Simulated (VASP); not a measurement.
# K2Pt in VASP: relaxation of the atoms with PBEsol

Aim: the relaxation of the atoms of K2Pt with PBEsol.

Program: VASP 6.6.1. These are calculated values, not measurements. Logs are shortened: lines on timing, memory, paths and dates and some standing lists are left out, and cuts for length are marked.

### 1 The cell of the first run

The cell holds a slab with vacuum, 6 atoms: a = 5.348 Å, b = 5.348 Å, c = 19.641 Å, α = 90.00°, β = 90.00°, γ = 60.00°.

### 2 Relaxation of the atoms, PBEsol

INCAR reads:

```
PREC = Accurate
ENCUT = 520
EDIFF = 1E-6
ISMEAR = 1
SIGMA = 0.1
LREAL = False
LASPH = True
NELM = 60
ALGO = Normal
ISIF = 2
LWAVE = False
LCHARG = False
LDIPOL = True
IDIPOL = 3
DIPOL = 0.5 0.5 0.491
GGA = PS
IBRION = 2
NSW = 50
EDIFFG = -0.03
```

KPOINTS reads:

```
Automatic mesh
0
Gamma
  4 4 1
```

POSCAR reads:

```
K2Pt
1.0
    5.3477962602      0.0000000000      0.0000000000
    2.6738981301      4.6313274156      0.0000000000
    0.0000000000      0.0000000000     19.6413003834
K Pt
4 2
Selective dynamics
Direct
    0.0000000000      0.0000000000      0.4722112508  F F F
    0.3333333333      0.3333333333      0.3610562540  F F F
    0.3333333333      0.3333333333      0.6945212444  T T T
    0.6666666667      0.6666666667      0.5833662476  T T T
    0.0000000000      0.0000000000      0.3054787556  F F F
    0.3333333333      0.3333333333      0.5277887492  T T T
```

Potentials or basis: VASP PAW PBE potentials, release 64 (K_sv, Pt).

Launch:

```bash
$ cat potpaw_PBE.64/K_sv/POTCAR potpaw_PBE.64/Pt/POTCAR > POTCAR
$ mpirun -np 1 vasp_std > vasp.out
```

OUTCAR:

```text
PREC = Accurate
   ENCUT = 520
   EDIFF = 1E-6
   ISMEAR = 1
   LREAL = False
   LASPH = True
   NELM = 60
   ISIF = 2
   GGA = PS
   IBRION = 2
   NSW = 50
   EDIFFG = -0.03

 ion  position               nearest neighbor table
   1  0.000  0.000  0.472-   6 3.27   6 3.27   6 3.27   5 3.27   4 3.78   2 3.78   4 3.78   2 3.78
                             4 3.78   2 3.78
   2  0.333  0.333  0.361-   5 3.27   5 3.27   5 3.27   6 3.27   1 3.78   1 3.78   1 3.78
   3  0.333  0.333  0.695-   6 3.27   4 3.78   4 3.78   4 3.78
   4  0.667  0.667  0.583-   6 3.27   6 3.27   6 3.27   1 3.78   3 3.78   3 3.78   1 3.78   1 3.78
                             3 3.78
   5  0.000  0.000  0.305-   2 3.27   2 3.27   2 3.27   1 3.27
   6  0.333  0.333  0.528-   4 3.27   1 3.27   4 3.27   1 3.27   1 3.27   2 3.27   3 3.27   4 3.27

  LATTYP: Found a hexagonal cell.
 ALAT       =     5.3477962602
 C/A-ratio  =     3.6727839708

  Lattice vectors:

 A1 = (  -2.6738981301,  -4.6313274156,   0.0000000000)
 A2 = (   5.3477962602,   0.0000000000,   0.0000000000)
 A3 = (   0.0000000000,   0.0000000000,  19.6413003834)

Analysis of symmetry for initial positions (statically):
=====================================================================
 Subroutine PRICEL returns:
 Original cell was already a primitive cell.

 Routine SETGRP: Setting up the symmetry group for a
 hexagonal supercell.

 Subroutine GETGRP returns: Found  6 space group operations
 (whereof  6 operations were pure point group operations)
 out of a pool of 24 trial point group operations.

The static configuration has the point symmetry C_3v.

Analysis of symmetry for dynamics (positions and initial velocities):
=====================================================================
 Subroutine PRICEL returns:
 Original cell was already a primitive cell.

 Routine SETGRP: Setting up the symmetry group for a
 hexagonal supercell.

 Subroutine GETGRP returns: Found  6 space group operations
 (whereof  6 operations were pure point group operations)
 out of a pool of 24 trial point group operations.

The dynamic configuration has the point symmetry C_3v.

Analysis of constrained symmetry for selective dynamics:
=====================================================================
 Subroutine PRICEL returns:
 Original cell was already a primitive cell.

 Routine SETGRP: Setting up the symmetry group for a
 hexagonal supercell.

 Subroutine GETGRP returns: Found  6 space group operations
 (whereof  6 operations were pure point group operations)
 out of a pool of 24 trial point group operations.

The constrained configuration has the point symmetry C_3v.

 Subroutine INISYM returns: Found  6 space group operations
 (whereof  6 operations are pure point group operations),
 and found     1 'primitive' translations

----------------------------------------------------------------------------------------

                                     Primitive cell

  volume of cell :     486.4639

  direct lattice vectors                    reciprocal lattice vectors
     5.347796260  0.000000000  0.000000000     0.186992913 -0.107960409  0.000000000
     2.673898130  4.631327416  0.000000000     0.000000000  0.215920817  0.000000000
     0.000000000  0.000000000 19.641300383     0.000000000  0.000000000  0.050913126

  length of vectors
     5.347796260  5.347796260 19.641300383     0.215920817  0.215920817  0.050913126

  position of ions in fractional coordinates (direct lattice)
     0.000000000  0.000000000  0.472211251
     0.333333333  0.333333333  0.361056254
     0.333333333  0.333333333  0.694521244
     0.666666667  0.666666667  0.583366248
     0.000000000  0.000000000  0.305478756
     0.333333333  0.333333333  0.527788749

  ion indices of the primitive-cell ions
   primitive index   ion index
                 1           1
                 2           2
                 3           3
                 4           4
                 5           5
                 6           6

----------------------------------------------------------------------------------------

 KPOINTS: Automatic mesh

Automatic generation of k-mesh.
 Grid dimensions read from file:
 generate k-points for:    4    4    1

 Generating k-lattice:

  Cartesian coordinates                     Fractional coordinates (reciprocal lattice)
     0.046748228 -0.026990102  0.000000000     0.250000000  0.000000000  0.000000000
     0.000000000  0.053980204  0.000000000     0.000000000  0.250000000  0.000000000
     0.000000000  0.000000000  0.050913126     0.000000000  0.000000000  1.000000000

  Length of vectors
     0.053980204  0.053980204  0.050913126

  Shift w.r.t. Gamma in fractional coordinates (k-lattice)
     0.000000000  0.000000000  0.000000000

 Subroutine IBZKPT returns following result:
 ===========================================

 Found      4 irreducible k-points:

 Following reciprocal coordinates:
            Coordinates               Weight
  0.000000  0.000000  0.000000      1.000000
  0.250000  0.000000  0.000000      6.000000
  0.500000  0.000000  0.000000      3.000000
  0.500000  0.250000  0.000000      6.000000
   k-points           NKPTS =      4   k-points in BZ     NKDIM =      4   number of bands    NBANDS=     33
   number of dos      NEDOS =    301   number of ions     NIONS =      6
   total plane-waves  NPLWV = 240000
   dimension x,y,z NGX =    40 NGY =   40 NGZ =  150
   dimension x,y,z NGXF=    80 NGYF=   80 NGZF=  300
   ions per type =               4   2
   NGX,Y,Z   is equivalent  to a cutoff of  12.43, 12.43, 12.70 a.u.
   NGXF,Y,Z  is equivalent  to a cutoff of  24.87, 24.87, 25.39 a.u.
 SYSTEM =  unknown system
   PREC   = accura    normal or accurate (medium, high low for compatibility)
   ISTART =      0    job   : 0-new  1-cont  2-samecut
   ICHARG =      2    charge: 1-file 2-atom 10-const
   ISPIN  =      1    spin polarized calculation?
   LNONCOLLINEAR =      F non collinear calculations
   LSORBIT =      F    spin-orbit coupling
   LASPH  =      T    aspherical Exc in radial PAW
   ENCUT  =  520.0 eV  38.22 Ry    6.18 a.u.   9.94  9.94 36.52*2*pi/ulx,y,z
   NELM   =     60;   NELMIN=  2; NELMDL= -5     # of ELM steps
   EDIFF  = 0.1E-05   stopping-criterion for ELM
   LREAL  =      F    real-space projection
   EDIFFG = -.3E-01   stopping-criterion for IOM
   NSW    =     50    number of steps for IOM
   IBRION =      2    ionic relax: 0-MD 1-quasi-New 2-CG
   NFREE  =      1    steps in history (QN), initial steepest desc. (CG)
   ISIF   =      2    stress and relaxation
   ISYM   =      2    0-nonsym 1-usesym 2-fastsym
   POTIM  = 0.5000    time-step for ionic-motion
   TEBEG  =    0.0;   TEEND  =   0.0 temperature during run
   PSTRESS=    0.0 pullay stress
   NELECT =      56.0000    total number of electrons
   NUPDOWN=      -1.0000    fix difference up-down
   EMIN   =  10.00;   EMAX   =-10.00  energy-range for DOS
   EFERMI =   0.00;   METHOD = LEGACY
   ISMEAR =     1;   SIGMA  =   0.10  broadening in eV -4-tet -1-fermi 0-gaus
   EFERMI_NEDOS =   21; number of points for ismear=-14 and -15
   IALGO  =     38    algorithm
   IMIX   =      4    mixing-type and parameters
     AMIX     =   0.40;   BMIX     =  1.00
     AMIX_MAG =   1.60;   BMIX_MAG =  1.00
  volume/ion in A,a.u.               =      81.08       547.14
  Fermi-wavevector in a.u.,A,eV,Ry     =   0.796381  1.504941  8.629114  0.634222
  Thomas-Fermi vector in A             =   1.902892
   LORBIT       =      0    0 simple, 1 ext, 2 COOP (PROOUT), +10 PAW based schemes
   GGA     = PS    functional components
   LHFCALC =     F    Hartree Fock is set to
   AEXX    =    0.0000 exact exchange contribution
   IVDW    =     0    specifies the selected vdW correction
   LEPSILON=     F    determine dielectric tensor
   LRPA    =     F    only Hartree local field effects (RPA)
 conjugate gradient relaxation of ions
 non-spin polarized calculation
 Methfessel and Paxton  Order N= 1 SIGMA  =   0.10
  energy-cutoff  :      520.00
  volume of cell :      486.46
 maximum number of plane-waves:     13096
 NGX is ok and might be reduce to    40
   NGX = 19   NGY = 19   NGZ = 73

--------------------------------------- Ionic step        1  -------------------------------------------

 number of electron      56.0000000 magnetization

 Free energy of the ion-electron system (eV)
  ---------------------------------------------------
  ext. energy  EPLUGINS =         0.00000000
  ---------------------------------------------------
  free energy    TOTEN  =       -14.49448136 eV

  energy without entropy =      -14.48459985  energy(sigma->0) =      -14.49118752

------------------------ aborting loop EDIFF was not reached (unconverged)  ----------------------------

  FORCE on cell =-STRESS in cart. coord.  units (eV):
  Direction    XX          YY          ZZ          XY          YZ          ZX
  --------------------------------------------------------------------------------------
  -------------------------------------------------------------------------------------
  Total       -0.6246945     -0.6246945     -0.9489735      0.0000000     -0.0000000      0.0000000
  in kB       -2.0574423     -2.0574423     -3.1254610      0.0000000     -0.0000000      0.0000000
  external PRESSURE =      -2.4134486 kB  Pullay stress =       0.0000000 kB

 VOLUME and BASIS-vectors are now :
 -----------------------------------------------------------------------------
  energy-cutoff  :      520.00
  volume of cell :      486.46
      direct lattice vectors                 reciprocal lattice vectors
     5.347796260  0.000000000  0.000000000     0.186992913 -0.107960409  0.000000000
     2.673898130  4.631327416  0.000000000     0.000000000  0.215920817  0.000000000
     0.000000000  0.000000000 19.641300383     0.000000000  0.000000000  0.050913126
[... 296 lines left out ...]
  energy  without entropy=      -14.6307309114  energy(sigma->0) =      -14.63729094

--------------------------------------- Ionic step        9  -------------------------------------------

 number of electron      55.9999999 magnetization

 dipolmoment           0.000000      0.000000     -0.435522 electrons x Angstroem

 Free energy of the ion-electron system (eV)
  ---------------------------------------------------
  ext. energy  EPLUGINS =         0.00000000
  ---------------------------------------------------
  free energy    TOTEN  =       -14.64099030 eV

  energy without entropy =      -14.63111175  energy(sigma->0) =      -14.63769745

 E-fermi :  -1.8830     XC(G=0):  -4.3867

 val. band max:       -1.8901393295   @ k =   0.5000   0.0000   0.0000
 cond. band min:      -1.2994243181   @ k =   0.5000   0.0000   0.0000
 fundamental gap:      0.5907150114
 Fermi energy:        -1.8830124526

 k-point     1 :       0.0000    0.0000    0.0000
  band No.  band energies     occupation
      1     -33.5786      2.00000
      2     -32.4986      2.00000
      3     -32.1416      2.00000
      4     -31.3028      2.00000
      5     -17.1583      2.00000
      6     -17.1583      2.00000
[... 25 lines left out ...]
     32       0.9407      0.00000
     33       0.9407      0.00000

 k-point     2 :       0.2500    0.0000    0.0000
  band No.  band energies     occupation
      1     -33.5784      2.00000
      2     -32.4972      2.00000
      3     -32.1422      2.00000
      4     -31.3027      2.00000
      5     -17.1654      2.00000
      6     -17.1601      2.00000
[... 25 lines left out ...]
     32       0.7173      0.00000
     33       1.0855      0.00000

 k-point     3 :       0.5000    0.0000    0.0000
  band No.  band energies     occupation
      1     -33.5782      2.00000
      2     -32.4959      2.00000
      3     -32.1428      2.00000
      4     -31.3026      2.00000
      5     -17.1726      2.00000
      6     -17.1620      2.00000
[... 25 lines left out ...]
     32       0.3855      0.00000
     33       0.9550      0.00000

 k-point     4 :       0.5000    0.2500    0.0000
  band No.  band energies     occupation
      1     -33.5782      2.00000
      2     -32.4959      2.00000
      3     -32.1428      2.00000
      4     -31.3026      2.00000
      5     -17.1700      2.00000
      6     -17.1646      2.00000
[... 25 lines left out ...]
     32       0.2557      0.00000
     33       0.7744      0.00000

------------------------ aborting loop because EDIFF is reached ----------------------------------------

 vacuum level on the upper side and lower side of the slab       (xc-potential included)        -2.207         1.086

  FORCE on cell =-STRESS in cart. coord.  units (eV):
  Direction    XX          YY          ZZ          XY          YZ          ZX
  --------------------------------------------------------------------------------------
  -------------------------------------------------------------------------------------
  Total       -0.3932909     -0.3932909     -1.2891247      0.0000000      0.0000000      0.0000000
  in kB       -1.2953104     -1.2953104     -4.2457550      0.0000000      0.0000000      0.0000000
  external PRESSURE =      -2.2787920 kB  Pullay stress =       0.0000000 kB

 VOLUME and BASIS-vectors are now :
 -----------------------------------------------------------------------------
  energy-cutoff  :      520.00
  volume of cell :      486.46
      direct lattice vectors                 reciprocal lattice vectors
     5.347796260  0.000000000  0.000000000     0.186992913 -0.107960409  0.000000000
     2.673898130  4.631327416  0.000000000     0.000000000  0.215920817  0.000000000
     0.000000000  0.000000000 19.641300383     0.000000000  0.000000000  0.050913126
[... 12 lines left out ...]
  FREE ENERGIE OF THE ION-ELECTRON SYSTEM (eV)
  ---------------------------------------------------
  free  energy   TOTEN  =       -14.6409902975 eV

  energy  without entropy=      -14.6311117516  energy(sigma->0) =      -14.63769745

 reached required accuracy - stopping structural energy minimisation

 vacuum level on the upper side and lower side of the slab         0.129         3.506
```

It took 38 min on 1 thread of Intel Xeon 8259CL, shared host; peak memory 0.61 GiB.

Results:

* Free energy: -14.6410 eV
* Energy gained by relaxing: 24.4 meV/atom
* Ionic steps: 9
* Band gap on the k mesh: zero (bands 28 and 29 overlap by 0.05 eV)

The path:
| step | energy change (eV) | largest force on free atoms (eV/Å) | pressure (GPa) |
| --- | --- | --- | --- |
| 1 | 0.0000 | 0.6232 | -0.24 |
| 2 | -0.0265 | 0.5494 | -0.24 |
| 3 | -0.0880 | 0.3259 | -0.21 |
| 4 | -0.1287 | 0.2294 | -0.14 |
| 5 | -0.1297 | 0.1963 | -0.15 |
| 6 | -0.1364 | 0.1416 | -0.16 |
| 7 | -0.1459 | 0.0348 | -0.21 |
| 8 | -0.1461 | 0.0393 | -0.21 |
| 9 | -0.1465 | 0.0209 | -0.23 |

Final structure:
```yaml
crystal:
  lattice:
    - [5.34780, 0.00000, 0.00000]
    - [2.67390, 4.63133, 0.00000]
    - [0.00000, 0.00000, 19.64130]
  atoms:
    - { symbol: K, position: [0.00000, 0.00000, 0.47221] }
    - { symbol: K, position: [0.33333, 0.33333, 0.36106] }
    - { symbol: K, position: [0.33333, 0.33333, 0.69989] }
    - { symbol: K, position: [0.66667, 0.66667, 0.56812] }
    - { symbol: Pt, position: [0.00000, 0.00000, 0.30548] }
    - { symbol: Pt, position: [0.33333, 0.33333, 0.54176] }
```

Caveat: the PAW data sets were made with another functional, which shifts forces and pressure a little; spin-orbit coupling is left out, which moves the levels of the heavy elements.

The gap in the log of VASP goes by the Fermi energy; the results here count the filled bands.